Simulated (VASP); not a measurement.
A run of VASP 6.6.1 is set up as follows.

Contents of POSCAR:

```
Nb
1.0
   -1.6502000000      1.6502000000      1.6502000000
    1.6502000000     -1.6502000000      1.6502000000
    1.6502000000      1.6502000000     -1.6502000000
Nb
1
Direct
    0.0000000000      0.0000000000      0.0000000000
```

Contents of INCAR.step1:

```
SYSTEM = Nb
  PREC = Accurate
  ENCUT = 600
  ISMEAR = -1
  SIGMA = 0.05
  LREAL = .False.
  LASPH = .True.
  NELM = 60
  GGA = PE
  ALGO = Normal
  EDIFF = 1E-4
  LWAVE = .True.
  LCHARG = .False.
```

File INCAR.step2:

```
SYSTEM = Nb
  PREC = Accurate
  ENCUT = 600
  EDIFF = 1E-7
  ISMEAR = -1
  SIGMA = 0.05
  LREAL = .False.
  LASPH = .True.
  NELM = 60
  ALGO = Normal
  ISIF = 3
  LWAVE = .False.
  LCHARG = .False.
  METAGGA = R2SCAN
  LMIXTAU = .True.
  IBRION = 2
  NSW = 80
  EDIFFG = -0.01
  ISTART = 1
```

KPOINTS

```
Automatic mesh
0
Gamma
  16 16 16
  0 0 0
```

Potentials or basis: VASP PAW PBE potentials, release 64 (Nb_sv).

Run with:

```sh
$ cat potpaw_PBE.64/Nb_sv/POTCAR > POTCAR
$ cp INCAR.step1 INCAR
$ mpirun -np 1 vasp_std > vasp.out
$ cp INCAR.step2 INCAR
$ mpirun -np 1 vasp_std > vasp.out
```

**Question.** Estimate the band gap on the k mesh.

**Answer.** Zero (an odd number of electrons rules out a gap without spin polarisation).

Final structure:
```
CELL_PARAMETERS angstrom
-1.65020 1.65020 1.65020
1.65020 -1.65020 1.65020
1.65020 1.65020 -1.65020
ATOMIC_POSITIONS crystal
Nb 0.00000 0.00000 0.00000
```
